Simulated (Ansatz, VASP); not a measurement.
**Lu: VASP beside Ansatz**

POSCAR

```
Lu
1.0
   -1.9541071100      1.9541071100      1.9541071100
    1.9541071100     -1.9541071100      1.9541071100
    1.9541071100      1.9541071100     -1.9541071100
Lu
1
Direct
    0.0000000000      0.0000000000      0.0000000000
```

INCAR.step1

```
PREC = Accurate
ENCUT = 660
ISMEAR = -5
SIGMA = 0.1
LREAL = F
LASPH = T
NELM = 120
NBANDS = 18
GGA = PE
ALGO = Normal
EDIFF = 1E-5
LWAVE = T
LCHARG = F
GGA_COMPAT = F
```

Contents of INCAR.step2:

```
PREC = Accurate
ENCUT = 660
EDIFF = 1E-6
ISMEAR = -5
SIGMA = 0.1
LREAL = F
LASPH = T
NELM = 120
ALGO = Normal
ISIF = 2
LWAVE = F
LCHARG = F
METAGGA = R2SCAN
LMIXTAU = T
NBANDS = 18
ISTART = 1
GGA_COMPAT = F
```

KPOINTS

```
Automatic mesh
0
Gamma
  10 10 10
```

input.yaml

```yaml
crystal:
  lattice: { a: 3.90821422, b: 3.90821422, c: 3.90821422, alpha: 90.0, beta: 90.0, gamma: 90.0 }
  space_group: 229
  reduce_to_primitive: true
  atoms:
    - { symbol: Lu, wyckoff: "2a", position: [0.0, 0.0, 0.0] }
hamiltonian:
  xc: r2scan
  pseudopotentials: { kind: paw, accuracy: standard }
kpoints:
  mp_grid: { grid: [10, 10, 10] }
scf:
  occupations: { method: tetrahedron }
output:
  forces: true
  stress: true
  bader: true
  populations: intrinsic
```

Alike in both runs: functional r2SCAN; k mesh 10 × 10 × 10; occupations tetrahedron; no spin polarisation.

|  | VASP | Ansatz |
| --- | --- | --- |
| version | VASP 6.6.1 | Ansatz 0.2.0 |
| potentials or method | VASP PAW PBE potentials, release 64 (Lu) | SSSP efficiency PAW |
| plane-wave cutoff (eV) | 660 | 612 |
| valence electrons in the cell | 25 | 25 |
| task | single point | atomic charges |

Ansatz gave:

- gap on the k mesh at the Fermi level (eV): none
- pressure (GPa): -0.3

Problem. Which values does VASP return?

Solution. gap on the k mesh at the Fermi level (eV): none; pressure (GPa): 0.0.

VASP's potentials were made for PBE, not for r2SCAN. A gap of «none» marks a metal or a gap that the smearing closes.

Neither program's run includes spin-orbit coupling.
